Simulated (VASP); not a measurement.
Input of a VASP 6.6.1 run:

Contents of INCAR:

```
  PREC = Accurate
  ENCUT = 520
  EDIFF = 1E-6
  ISMEAR = -1
  SIGMA = 0.05
  LREAL = False
  LASPH = True
  NELM = 150
  ALGO = Normal
  ISIF = 2
  LWAVE = False
  LCHARG = False
  ISPIN = 2
  MAGMOM = 1
  LORBIT = 11
  LMAXMIX = 4
  GGA = PS
  IVDW = 12
  NBANDS = 15
```

KPOINTS

```
regular mesh
0
Gamma
  13 13 13
```

POSCAR

```
Ni
1.0
    0.0000000000      1.7147872880      1.7147872880
    1.7147872880      0.0000000000      1.7147872880
    1.7147872880      1.7147872880      0.0000000000
Ni
1
Direct
    0.0000000000      0.0000000000      0.0000000000
```

Potentials or basis: VASP PAW PBE potentials, release 64 (Ni).

Launch:

```sh
$ cat potpaw_PBE.64/Ni/POTCAR > POTCAR
$ mpirun -np 1 vasp_std > vasp.out
```

(1) Estimate the pressure.

(2) Predict the net moment.

(3) Estimate the dispersion energy per atom.

Answers

(1) -0.2 GPa.

(2) 0.62 μB per cell.

(3) -0.450 eV.

Caveat: the PAW data sets were made with another functional, which shifts forces and pressure a little.
